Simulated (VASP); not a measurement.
Crystal: BaTiO3.

```
Ba Ti O
1.0
     3.92422    0.00000    0.00000
     0.00000    3.92422    0.00000
     0.00000    0.00000    3.92422
Ba Ti O
1 1 3
Direct
  0.50000 0.50000 0.50000
  0.00000 0.00000 0.00000
  0.00000 0.00000 0.50000
  0.00000 0.50000 0.00000
  0.50000 0.00000 0.00000
```

Base run:

| Quantity | Value |
| --- | --- |
| Program | VASP 6.6.1 |
| Functional | r2SCAN |
| Potentials or basis | VASP PAW PBE potentials, release 64 (Ba_sv, Ti_sv, O_h) |
| Cutoff | 910 eV |
| k mesh | 7 × 7 × 7 |
| Occupations | fermi-dirac, width 0.05 eV |
| Spin | no spin polarisation |

Its results: band gap on the k mesh 2.35 eV (least direct gap 2.37 eV); pressure 13.0 GPa.

**Question.** The run is repeated on the same cell with these changes: functional from r2SCAN to PBEsol; potentials or basis from VASP PAW PBE potentials, release 64 (Ba_sv, Ti_sv, O_h) to VASP PAW PBE potentials, release 64 (Ba_sv, Ti_sv, O); cutoff from 910 eV to 520 eV. What comes out?

**Answer.** Band gap on the k mesh 1.88 eV (least direct gap 1.89 eV); pressure 9.0 GPa.

Caveats: the cell stands under pressure; the PAW data sets were made with another functional, which shifts forces and pressure a little; spin-orbit coupling is left out, which moves the levels of the heavy elements; an odd mesh through Γ misses points on the zone boundary, where band edges can lie; the cutoff is under 1.25 times the usual one of these potentials, so pressure, stress and relaxed cells hold a basis-set (Pulay) error (at least some runs).
